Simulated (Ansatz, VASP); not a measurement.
## One calculation of Cd, two programs

File INCAR:

```
SYSTEM = Cd
ALGO = Normal
EDIFF = 1E-7
ENCUT = 520
GGA = PS
ISIF = 2
ISMEAR = -1
LASPH = .TRUE.
LCHARG = .FALSE.
LREAL = .FALSE.
LWAVE = .FALSE.
NBANDS = 19
NELM = 80
PREC = Accurate
SIGMA = 0.05
```

The input KPOINTS:

```
k-points
0
G
  6 6 3
  0 0 0
```

The input POSCAR:

```
Cd
1.0
    2.9788700000      0.0000000000      0.0000000000
   -1.4894350000      2.5797770946      0.0000000000
    0.0000000000      0.0000000000      5.6176500000
Cd
2
Direct
    0.6666666667      0.3333333333      0.7500000000
    0.3333333333      0.6666666667      0.2500000000
```

The input input.yaml:

```yaml
crystal:
  lattice:
    - [2.97887, 0.0, 0.0]
    - [-1.489435, 2.5797770946, 0.0]
    - [0.0, 0.0, 5.61765]
  atoms:
    - { symbol: Cd, position: [0.6666666667, 0.3333333333, 0.75] }
    - { symbol: Cd, position: [0.3333333333, 0.6666666667, 0.25] }
hamiltonian:
  xc: pbesol
  pseudopotentials: { kind: paw }
kpoints:
  mp_grid: { grid: [6, 6, 3] }
scf:
  occupations: { method: fermi_dirac, width: 0.05 }
  n_extra_bands: 6
output:
  forces: true
  stress: true
  eigenvalues: true
  dos: { projected: true, de: 0.05, nscf_kmesh: { grid: [9, 9, 5] } }
```

Alike in both runs: functional PBEsol; k mesh 6 × 6 × 3; occupations fermi-dirac, width 0.05 eV; no spin polarisation.

|  | VASP | Ansatz |
| --- | --- | --- |
| version | VASP 6.6.1 | Ansatz 0.2.0 |
| potentials or method | VASP PAW PBE potentials, release 64 (Cd) | Ansatz PAW |
| plane-wave cutoff (eV) | 520 | 420 |
| valence electrons in the cell | 24 | 40 |
| task | single point | projected density of states |

|  | VASP | Ansatz | Ansatz less VASP |
| --- | --- | --- | --- |
| gap on the k mesh at the Fermi level (eV) | none | none | - |
| pressure (GPa) | -0.9 | -1.2 | -0.34 |
| traceless stress, the component that is largest in VASP (GPa) | 0.73 | 0.84 | +0.111 |

VASP's potentials were made for PBE, not for PBEsol. A gap of «none» marks a metal or a gap that the smearing closes. VASP's potentials hold 24 valence electrons a cell and Ansatz's 40, so a difference there can come from the potentials and not from the codes.

The k mesh is coarse, so the values compare programs but aren't converged.
